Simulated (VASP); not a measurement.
# MgO (I4mm) in VASP: further runs

MgO is run at these levels: PBEsol; tasks: single point.

Program: VASP 6.6.1. These are calculated values, not measurements. Logs are shortened: lines on timing, memory, paths and dates and some standing lists are left out, and cuts for length are marked.

### 1 The cell of the first run

It takes space group I4mm (No. 107, tetragonal). Conventional cell: a = 3.055 Å, b = 3.055 Å, c = 4.321 Å, α = 90.00°, β = 90.00°, γ = 90.00°. Mg (site symmetry 4mm) has 6 O at 2.02 to 2.30 Å within 2.7 Å. Within 2.7 Å of O (site symmetry 4mm) lie 6 Mg at 2.02 to 2.30 Å.

### 2 Single point, PBEsol

Contents of INCAR:

```
SYSTEM = MgO
ALGO     = Normal         ! electronic algorithm
EDIFF    = 1E-6           ! SCF threshold, eV
ENCUT    = 520            ! plane-wave cutoff, eV
GGA      = PS             ! functional
ISIF     = 2              ! what is computed and relaxed
ISMEAR   = 0              ! smearing method
LASPH    = .True.         ! aspherical terms in the spheres
LCHARG   = .False.        ! write CHGCAR
LREAL    = .False.        ! projectors in reciprocal space
LWAVE    = .False.        ! write WAVECAR
NBANDS   = 11             ! bands
NELM     = 60             ! most SCF steps
PREC     = Accurate       ! precision mode
SIGMA    = 0.05           ! smearing width, eV
```

Contents of KPOINTS:

```
k-points
0
Gamma
  10 10 10
  0 0 0
```

Contents of POSCAR:

```
MgO
1.0
    0.0000000000      2.1602858632      2.1602858632
    2.1602858632      0.0000000000      2.1602858632
    2.1602858632      2.1602858632      0.0000000000
Mg O
1 1
Direct
    0.0126180202      0.0126180202     -0.0126180202
    0.4808312406      0.4808312406      0.5191687594
```

Potentials or basis: VASP PAW PBE potentials, release 64 (Mg, O).

On the command line:

```console
cat potpaw_PBE.64/Mg/POTCAR potpaw_PBE.64/O/POTCAR > POTCAR
mpirun -np 1 vasp_std > vasp.out
```

OUTCAR:

```text
SYSTEM = MgO
   EDIFF = 1E-6
   ENCUT = 520
   GGA = PS
   ISIF = 2
   ISMEAR = 0
   LASPH = .True.
   LREAL = .False.
   NELM = 60
   PREC = Accurate

 ion  position               nearest neighbor table
   1  0.013  0.013  0.987-   2 2.02   2 2.16   2 2.16   2 2.16   2 2.16   2 2.30
   2  0.481  0.481  0.519-   1 2.02   1 2.16   1 2.16   1 2.16   1 2.16   1 2.30

  LATTYP: Found a face centered cubic cell.
 ALAT       =     4.3205717264

  Lattice vectors:

 A1 = (   0.0000000000,   2.1602858632,   2.1602858632)
 A2 = (   2.1602858632,   0.0000000000,   2.1602858632)
 A3 = (   2.1602858632,   2.1602858632,   0.0000000000)

Analysis of symmetry for initial positions (statically):
=====================================================================
 Subroutine PRICEL returns:
 Original cell was already a primitive cell.

 Routine SETGRP: Setting up the symmetry group for a
 face centered cubic supercell.

 Subroutine GETGRP returns: Found  8 space group operations
 (whereof  8 operations were pure point group operations)
 out of a pool of 48 trial point group operations.

The static configuration has the point symmetry C_4v.

Analysis of symmetry for dynamics (positions and initial velocities):
=====================================================================
 Subroutine PRICEL returns:
 Original cell was already a primitive cell.

 Routine SETGRP: Setting up the symmetry group for a
 face centered cubic supercell.

 Subroutine GETGRP returns: Found  8 space group operations
 (whereof  8 operations were pure point group operations)
 out of a pool of 48 trial point group operations.

The dynamic configuration has the point symmetry C_4v.

 Subroutine INISYM returns: Found  8 space group operations
 (whereof  8 operations are pure point group operations),
 and found     1 'primitive' translations

----------------------------------------------------------------------------------------

                                     Primitive cell

  volume of cell :      20.1634

  direct lattice vectors                    reciprocal lattice vectors
     0.000000000  2.160285863  2.160285863    -0.231450850  0.231450850  0.231450850
     2.160285863  0.000000000  2.160285863     0.231450850 -0.231450850  0.231450850
     2.160285863  2.160285863  0.000000000     0.231450850  0.231450850 -0.231450850

  length of vectors
     3.055105566  3.055105566  3.055105566     0.400884632  0.400884632  0.400884632

  position of ions in fractional coordinates (direct lattice)
     0.012618020  0.012618020  0.987381980
     0.480831241  0.480831241  0.519168759

  ion indices of the primitive-cell ions
   primitive index   ion index
                 1           1
                 2           2

----------------------------------------------------------------------------------------

 KPOINTS: k-points

Automatic generation of k-mesh.
 Grid dimensions read from file:
 generate k-points for:   10   10   10

 Generating k-lattice:

  Cartesian coordinates                     Fractional coordinates (reciprocal lattice)
    -0.023145085  0.023145085  0.023145085     0.100000000  0.000000000  0.000000000
     0.023145085 -0.023145085  0.023145085     0.000000000  0.100000000  0.000000000
     0.023145085  0.023145085 -0.023145085     0.000000000  0.000000000  0.100000000

  Length of vectors
     0.040088463  0.040088463  0.040088463

  Shift w.r.t. Gamma in fractional coordinates (k-lattice)
     0.000000000  0.000000000  0.000000000

 Subroutine IBZKPT returns following result:
 ===========================================

 Found    102 irreducible k-points:

 Following reciprocal coordinates:
            Coordinates               Weight
  0.000000  0.000000  0.000000      1.000000
  0.100000  0.000000  0.000000      8.000000
  0.200000  0.000000  0.000000      8.000000
  0.300000  0.000000  0.000000      8.000000
  0.400000  0.000000  0.000000      8.000000
  0.500000  0.000000  0.000000      4.000000
[... 16 lines left out ...]
 -0.100000  0.100000  0.000000      4.000000
  0.000000 -0.100000  0.100000      8.000000
 [... further k-points ...]
   k-points           NKPTS =    102   k-points in BZ     NKDIM =    102   number of bands    NBANDS=     11
   number of dos      NEDOS =    301   number of ions     NIONS =      2
   total plane-waves  NPLWV =  13824
   dimension x,y,z NGX =    24 NGY =   24 NGZ =   24
   dimension x,y,z NGXF=    48 NGYF=   48 NGZF=   48
   ions per type =               1   1
   NGX,Y,Z   is equivalent  to a cutoff of  13.06, 13.06, 13.06 a.u.
   NGXF,Y,Z  is equivalent  to a cutoff of  26.12, 26.12, 26.12 a.u.
 SYSTEM =  MgO
   PREC   = accura    normal or accurate (medium, high low for compatibility)
   ISTART =      0    job   : 0-new  1-cont  2-samecut
   ICHARG =      2    charge: 1-file 2-atom 10-const
   ISPIN  =      1    spin polarized calculation?
   LNONCOLLINEAR =      F non collinear calculations
   LSORBIT =      F    spin-orbit coupling
   LASPH  =      T    aspherical Exc in radial PAW
   ENCUT  =  520.0 eV  38.22 Ry    6.18 a.u.   5.68  5.68  5.68*2*pi/ulx,y,z
   NELM   =     60;   NELMIN=  2; NELMDL= -5     # of ELM steps
   EDIFF  = 0.1E-05   stopping-criterion for ELM
   LREAL  =      F    real-space projection
   EDIFFG = 0.1E-04   stopping-criterion for IOM
   NSW    =      0    number of steps for IOM
   IBRION =     -1    ionic relax: 0-MD 1-quasi-New 2-CG
   NFREE  =      0    steps in history (QN), initial steepest desc. (CG)
   ISIF   =      2    stress and relaxation
   ISYM   =      2    0-nonsym 1-usesym 2-fastsym
   POTIM  = 0.5000    time-step for ionic-motion
   TEBEG  =    0.0;   TEEND  =   0.0 temperature during run
   PSTRESS=    0.0 pullay stress
   NELECT =       8.0000    total number of electrons
   NUPDOWN=      -1.0000    fix difference up-down
   EMIN   =  10.00;   EMAX   =-10.00  energy-range for DOS
   EFERMI =   0.00;   METHOD = LEGACY
   ISMEAR =     0;   SIGMA  =   0.05  broadening in eV -4-tet -1-fermi 0-gaus
   EFERMI_NEDOS =   21; number of points for ismear=-14 and -15
   IALGO  =     38    algorithm
   IMIX   =      4    mixing-type and parameters
     AMIX     =   0.40;   BMIX     =  1.00
     AMIX_MAG =   1.60;   BMIX_MAG =  1.00
  volume/ion in A,a.u.               =      10.08        68.03
  Fermi-wavevector in a.u.,A,eV,Ry     =   1.202957  2.273260 19.689081  1.447107
  Thomas-Fermi vector in A             =   2.338724
   LORBIT       =      0    0 simple, 1 ext, 2 COOP (PROOUT), +10 PAW based schemes
   GGA     = PS    functional components
   LHFCALC =     F    Hartree Fock is set to
   AEXX    =    0.0000 exact exchange contribution
   IVDW    =     0    specifies the selected vdW correction
   LEPSILON=     F    determine dielectric tensor
   LRPA    =     F    only Hartree local field effects (RPA)
 non-spin polarized calculation
 Gauss-broadening in eV      SIGMA  =   0.05
  energy-cutoff  :      520.00
  volume of cell :       20.16
 maximum number of plane-waves:       552
   NGX = 11   NGY = 11   NGZ = 11

 number of electron       7.9999997 magnetization

 Free energy of the ion-electron system (eV)
  ---------------------------------------------------
  ext. energy  EPLUGINS =         0.00000000
  ---------------------------------------------------
  free energy    TOTEN  =       -12.42356431 eV

  energy without entropy =      -12.42356431  energy(sigma->0) =      -12.42356431

 E-fermi :   2.8078     XC(G=0): -10.9400

 val. band max:        2.5025107353   @ k =   0.0000   0.0000   0.0000
 cond. band min:       6.4349635390   @ k =   0.0000   0.0000   0.0000
 fundamental gap:      3.9324528037
 Fermi energy:         2.8077530950

 k-point     1 :       0.0000    0.0000    0.0000
  band No.  band energies     occupation
      1     -14.3207      2.00000
      2       2.4761      2.00000
      3       2.5025      2.00000
      4       2.5025      2.00000
      5       6.4350      0.00000
      6      17.7542      0.00000
      7      17.7880      0.00000
      8      17.7880      0.00000
      9      21.3345      0.00000
     10      23.1808      0.00000
     11      23.2096      0.00000

 k-point     2 :       0.1000    0.0000    0.0000
  band No.  band energies     occupation
      1     -14.2270      2.00000
      2       1.8415      2.00000
      3       2.4326      2.00000
      4       2.4440      2.00000
      5       7.0768      0.00000
      6      16.4997      0.00000
      7      17.9823      0.00000
      8      17.9940      0.00000
      9      22.3319      0.00000
     10      22.3678      0.00000
     11      22.9175      0.00000

 k-point     3 :       0.2000    0.0000    0.0000
  band No.  band energies     occupation
      1     -13.9706      2.00000
      2       0.5869      2.00000
      3       2.2839      2.00000
      4       2.2954      2.00000
      5       8.2749      0.00000
      6      14.9518      0.00000
      7      18.3428      0.00000
      8      18.3625      0.00000
      9      21.6407      0.00000
     10      21.7142      0.00000
     11      23.4755      0.00000

 k-point     4 :       0.3000    0.0000    0.0000
  band No.  band energies     occupation
      1     -13.6265      2.00000
      2      -0.6346      2.00000
      3       2.1086      2.00000
      4       2.1202      2.00000
      5       9.2594      0.00000
      6      14.1276      0.00000
      7      18.3268      0.00000
      8      18.3324      0.00000
      9      22.1196      0.00000
     10      22.1413      0.00000
     11      22.9012      0.00000
[... 239 lines left out ...]
 k-point    22 :       0.0000   -0.2000    0.1000
  band No.  band energies     occupation
      1     -13.7950      2.00000
      2       0.0903      2.00000
      3       1.8953      2.00000
      4       2.2561      2.00000
      5       9.0103      0.00000
      6      14.3788      0.00000
      7      17.6858      0.00000
      8      18.9482      0.00000
      9      20.5118      0.00000
     10      22.5219      0.00000
     11      24.4233      0.00000

 k-point    23 :      -0.1000    0.1000    0.0000
  band No.  band energies     occupation
      1     -14.0798      2.00000
      2       1.1483      2.00000
      3       2.1881      2.00000
      4       2.4060      2.00000
      5       7.8813      0.00000
      6      15.4346      0.00000
      7      17.9969      0.00000
      8      18.4001      0.00000
      9      20.9509      0.00000
     10      22.4522      0.00000
     11      24.3068      0.00000

 k-point    24 :       0.0000   -0.1000    0.1000
  band No.  band energies     occupation
      1     -14.0797      2.00000
      2       1.1517      2.00000
      3       2.1962      2.00000
      4       2.3965      2.00000
      5       7.8681      0.00000
      6      15.4507      0.00000
      7      17.9772      0.00000
      8      18.4172      0.00000
      9      21.0479      0.00000
     10      22.4481      0.00000
     11      24.1692      0.00000

 [... further k-points ...]

------------------------ aborting loop because EDIFF is reached ----------------------------------------

  FORCE on cell =-STRESS in cart. coord.  units (eV):
  Direction    XX          YY          ZZ          XY          YZ          ZX
  --------------------------------------------------------------------------------------
  -------------------------------------------------------------------------------------
  Total       -1.3585413     -1.3585413     -0.7292564      0.0000000     -0.0000000      0.0000000
  in kB     -107.9492860   -107.9492860    -57.9464966      0.0000000     -0.0000000      0.0000000
  external PRESSURE =     -91.2816895 kB  Pullay stress =       0.0000000 kB

 VOLUME and BASIS-vectors are now :
 -----------------------------------------------------------------------------
  energy-cutoff  :      520.00
  volume of cell :       20.16
      direct lattice vectors                 reciprocal lattice vectors
     0.000000000  2.160285863  2.160285863    -0.231450850  0.231450850  0.231450850
     2.160285863  0.000000000  2.160285863     0.231450850 -0.231450850  0.231450850
     2.160285863  2.160285863  0.000000000     0.231450850  0.231450850 -0.231450850

 POSITION                                       TOTAL-FORCE (eV/Angst)
 -----------------------------------------------------------------------------------
      2.16029      2.16029      0.05452         0.000000      0.000000     -0.578320
      2.16029      2.16029      2.07747         0.000000      0.000000      0.578320
 -----------------------------------------------------------------------------------
    total drift:                                0.000000      0.000000      0.000667

  FREE ENERGIE OF THE ION-ELECTRON SYSTEM (eV)
  ---------------------------------------------------
  free  energy   TOTEN  =       -12.4235643131 eV

  energy  without entropy=      -12.4235643131  energy(sigma->0) =      -12.42356431
```

It took 21 s on 1 thread of Intel Xeon 8259CL, shared host; peak memory 0.16 GiB.

What came out:

- Free energy: -12.4236 eV
- Pressure: -9.1 GPa
- Largest force: 0.578 eV/Å
- Band gap on the k mesh: 3.93 eV, direct

Forces in eV/Å, atoms in the order of the input:
```
Mg   0.000  0.000 -0.578
O    0.000  0.000  0.578
```

Stress tensor (GPa, compression positive):
```
-10.79   0.00   0.00
  0.00 -10.79   0.00
  0.00   0.00  -5.79
```

Caveat: the PAW data sets were made with another functional, which shifts forces and pressure a little. As with any semilocal functional, this PBEsol gap is likely too small.

(Continued in part 2 of 2.)
